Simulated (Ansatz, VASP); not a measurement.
## Two plane-wave programs on Ta3N

```xyz
4
Lattice="3.0218 0.0000 0.0000 -1.5109 2.6169 0.0000 0.0000 0.0000 7.5576" Properties=species:S:1:pos:R:3 pbc="T T T"
Ta    0.0000    0.0000    3.7788
Ta    0.0000    1.8086    1.3600
Ta    1.5109    0.8723    6.2456
N     0.0000    0.0000    0.0000
```

Alike in both runs: task single point; functional PBE; k mesh 18 × 18 × 6; occupations gaussian, width 0.15 eV; no spin polarisation.

|  | VASP | Ansatz |
| --- | --- | --- |
| version | VASP 6.6.1 | Ansatz 0.2.0 |
| potentials or method | VASP PAW PBE potentials, release 64 (Ta_pv, N), cutoff 520 eV | scalar-relativistic, plane waves, PAW |
| valence electrons in the cell | 38 | 44 |

```csv
,VASP,Ansatz,Ansatz less VASP
gap on the k mesh at the Fermi level (eV),none,none,-
pressure (GPa),-0.3,-0.5,-0.28
"traceless stress, the component that is largest in VASP (GPa)",-1.09,-1.08,+0.011
rms of the force components (eV/Å),0.265,0.276,+0.0102
```

Atom by atom the forces differ by 0.019 eV/Å (rms over components). A gap of «none» marks a metal or a gap that the smearing closes. VASP's potentials hold 38 valence electrons a cell and Ansatz's 44, so a difference there can come from the potentials and not from the codes.

Spin-orbit coupling is off throughout.
